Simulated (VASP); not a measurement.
IrO:

```xyz
2
Lattice="0.0000 2.3329 2.3329 2.3329 0.0000 2.3329 2.3329 2.3329 0.0000" Properties=species:S:1:pos:R:3 pbc="T T T"
Ir    0.0000    0.0000    0.0000
O     1.1664    1.1664    1.1664
```

Base run:

| Quantity | Value |
| --- | --- |
| Program | VASP 6.6.1 |
| Functional | r2SCAN |
| Potentials or basis | VASP PAW PBE potentials, release 64 (Ir_sv_GW, O) |
| Cutoff | 660 eV |
| k mesh | 16 × 16 × 16 |
| Occupations | gaussian, width 0.1 eV |
| Spin | no spin polarisation |

Its results: pressure 8.5 GPa.

Task: The run is repeated on the same cell with these changes: potentials or basis from VASP PAW PBE potentials, release 64 (Ir_sv_GW, O) to VASP PAW PBE potentials, release 64 (Ir, O); cutoff from 660 eV to 520 eV; further incar settings from ALGO = Normal; EDIFF = 1e-06; NBANDS = 18 to ALGO = Normal; EDIFF = 1e-06; NBANDS = 14; valence electrons from 23 to 15. What comes out?

Result: Pressure 11.8 GPa.

Caveats: the PAW data sets were made with another functional, which shifts forces and pressure a little; an odd number of electrons without spin polarisation forces a metal; a magnetic or distorted state may lie lower.
